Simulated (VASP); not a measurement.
# Ag (Fm-3m) in VASP: a series of runs, part 2 of 2

VASP 6.6.1. The steps go on from the part before.

### Step 3. Relaxation of cell and atoms, PBEsol

This run uses another cell than the first one, of 17.05 Å³/atom, 1.027 times its volume.

INCAR reads:

```
SYSTEM = Ag
  PREC = Accurate
  ENCUT = 600
  EDIFF = 1E-7
  ISMEAR = -1
  SIGMA = 0.1
  LREAL = .False.
  LASPH = .True.
  NELM = 80
  ALGO = Normal
  ISIF = 3
  LWAVE = .False.
  LCHARG = .False.
  GGA = PS
  IBRION = 2
  NSW = 80
  EDIFFG = -0.03
```

KPOINTS reads:

```
Automatic mesh
0
Gamma
  7 7 7
  0 0 0
```

POSCAR reads:

```
Ag
1.0
    0.0000000000      2.0427500000      2.0427500000
    2.0427500000      0.0000000000      2.0427500000
    2.0427500000      2.0427500000      0.0000000000
Ag
1
Direct
    0.0000000000      0.0000000000      0.0000000000
```

Potentials or basis: VASP PAW PBE potentials, release 64 (Ag).

Command:

```bash
cat potpaw_PBE.64/Ag/POTCAR > POTCAR
mpirun -np 1 vasp_std > vasp.out
```

OUTCAR:

```text
SYSTEM = Ag
   PREC = Accurate
   ENCUT = 600
   EDIFF = 1E-7
   ISMEAR = -1
   LREAL = .False.
   LASPH = .True.
   NELM = 80
   ISIF = 3
   GGA = PS
   IBRION = 2
   NSW = 80
   EDIFFG = -0.03

 ion  position               nearest neighbor table
   1  0.000  0.000  0.000-

  LATTYP: Found a face centered cubic cell.
 ALAT       =     4.0855000000

  Lattice vectors:

 A1 = (   0.0000000000,   2.0427500000,   2.0427500000)
 A2 = (   2.0427500000,   0.0000000000,   2.0427500000)
 A3 = (   2.0427500000,   2.0427500000,   0.0000000000)

Analysis of symmetry for initial positions (statically):
=====================================================================
 Subroutine PRICEL returns:
 Original cell was already a primitive cell.

 Routine SETGRP: Setting up the symmetry group for a
 face centered cubic supercell.

 Subroutine GETGRP returns: Found 48 space group operations
 (whereof 48 operations were pure point group operations)
 out of a pool of 48 trial point group operations.

The static configuration has the point symmetry O_h .

Analysis of symmetry for dynamics (positions and initial velocities):
=====================================================================
 Subroutine PRICEL returns:
 Original cell was already a primitive cell.

 Routine SETGRP: Setting up the symmetry group for a
 face centered cubic supercell.

 Subroutine GETGRP returns: Found 48 space group operations
 (whereof 48 operations were pure point group operations)
 out of a pool of 48 trial point group operations.

The dynamic configuration has the point symmetry O_h .

 Subroutine INISYM returns: Found 48 space group operations
 (whereof 48 operations are pure point group operations),
 and found     1 'primitive' translations

----------------------------------------------------------------------------------------

                                     Primitive cell

[... 92 lines left out ...]
   TEBEG  =    0.0;   TEEND  =   0.0 temperature during run
   PSTRESS=    0.0 pullay stress
   NELECT =      11.0000    total number of electrons
   NUPDOWN=      -1.0000    fix difference up-down
   EMIN   =  10.00;   EMAX   =-10.00  energy-range for DOS
   EFERMI =   0.00;   METHOD = LEGACY
   ISMEAR =    -1;   SIGMA  =   0.10  broadening in eV -4-tet -1-fermi 0-gaus
   EFERMI_NEDOS =   21; number of points for ismear=-14 and -15
   IALGO  =     38    algorithm
   IMIX   =      4    mixing-type and parameters
     AMIX     =   0.40;   BMIX     =  1.00
     AMIX_MAG =   1.60;   BMIX_MAG =  1.00
  volume/ion in A,a.u.               =      17.05       115.05
  Fermi-wavevector in a.u.,A,eV,Ry     =   1.414644  2.673290 27.228221  2.001218
  Thomas-Fermi vector in A             =   2.536165
   LORBIT       =      0    0 simple, 1 ext, 2 COOP (PROOUT), +10 PAW based schemes
   GGA     = PS    functional components
   LHFCALC =     F    Hartree Fock is set to
   AEXX    =    0.0000 exact exchange contribution
   IVDW    =     0    specifies the selected vdW correction
   LEPSILON=     F    determine dielectric tensor
   LRPA    =     F    only Hartree local field effects (RPA)
 conjugate gradient relaxation of ions
 non-spin polarized calculation
  energy-cutoff  :      600.00
  volume of cell :       17.05
 maximum number of plane-waves:       577
   NGX = 11   NGY = 11   NGZ = 11

--------------------------------------- Ionic step        1  -------------------------------------------

 number of electron      10.9999999 magnetization

 Free energy of the ion-electron system (eV)
  ---------------------------------------------------
  ext. energy  EPLUGINS =         0.00000000
  ---------------------------------------------------
  free energy    TOTEN  =        -3.35847268 eV

  energy without entropy =       -3.35545046  energy(sigma->0) =       -3.35696157

------------------------ aborting loop because EDIFF is reached ----------------------------------------

  FORCE on cell =-STRESS in cart. coord.  units (eV):
  Direction    XX          YY          ZZ          XY          YZ          ZX
  --------------------------------------------------------------------------------------
  -------------------------------------------------------------------------------------
  Total       -0.3367730     -0.3367730     -0.3367730      0.0000000      0.0000000     -0.0000000
  in kB      -31.6498875    -31.6498875    -31.6498875      0.0000000      0.0000000     -0.0000000
  external PRESSURE =     -31.6498875 kB  Pullay stress =       0.0000000 kB
[... 57 lines left out ...]
--------------------------------------- Ionic step        3  -------------------------------------------

 number of electron      11.0000001 magnetization

 Free energy of the ion-electron system (eV)
  ---------------------------------------------------
  ext. energy  EPLUGINS =         0.00000000
  ---------------------------------------------------
  free energy    TOTEN  =        -3.36332552 eV

  energy without entropy =       -3.36044312  energy(sigma->0) =       -3.36188432

 E-fermi :   8.9220     XC(G=0): -12.5810

 val. band max:        7.9561112542   @ k =   0.4286   0.2857   0.0000
 cond. band min:       8.9652489188   @ k =   0.4286   0.4286   0.0000
 fundamental gap:      1.0091376646
 Fermi energy:         8.9220183935

 k-point     1 :       0.0000    0.0000    0.0000
  band No.  band energies     occupation
      1       0.5896      2.00000
      2       3.7584      2.00000
      3       3.7584      2.00000
      4       3.7584      2.00000
      5       4.8579      2.00000
      6       4.8579      2.00000
      7      24.6777      0.00000
      8      28.4157      0.00000
      9      28.4157      0.00000
[... 254 lines left out ...]
  FREE ENERGIE OF THE ION-ELECTRON SYSTEM (eV)
  ---------------------------------------------------
  free  energy   TOTEN  =        -3.3633255242 eV

  energy  without entropy=       -3.3604431227  energy(sigma->0) =       -3.36188432

 reached required accuracy - stopping structural energy minimisation
```

It took 15 s on 1 thread of Intel Xeon 8259CL, shared host; peak memory 0.15 GiB.

What came out:

```yaml
Free_energy: -3.3633 eV
Relaxed_volume: 16.57 Å³/atom
Relaxed_cell: a = 2.862 Å, b = 2.862 Å, c = 2.862 Å, α = 60.00°, β = 60.00°, γ = 60.00°
Space_group_after_relaxing_to_0.05_Å: Fm-3m (No. 225)
Energy_gained_by_relaxing: 4.9 meV/atom
Ionic_steps: 3
Pressure_after_relaxing: 0.0 GPa
```

The path:
| step | energy change (eV) | largest force (eV/Å) | pressure (GPa) | volume (Å³) |
| --- | --- | --- | --- | --- |
| 1 | 0.0000 | 0.0000 | -3.16 | 17.05 |
| 2 | -0.0020 | 0.0000 | 2.70 | 16.23 |
| 3 | -0.0049 | 0.0000 | 0.00 | 16.57 |

Final structure:
```
Ag
1.0
     0.00000    2.02362    2.02362
     2.02362    0.00000    2.02362
     2.02362    2.02362    0.00000
Ag
1
Direct
  0.00000 0.00000 0.00000
```

Levels at points of the mesh, in eV from the Fermi level:
```
           k point  band 4  band 5  band 6  band 7  band 8  band 9
(0.00, 0.00, 0.00)   -5.16   -4.06   -4.06   15.76   19.49   19.49
```

Caveat: the k points lie up to 0.38 Å⁻¹ apart in the final cell; the PAW data sets were made with another functional, which shifts forces and pressure a little.
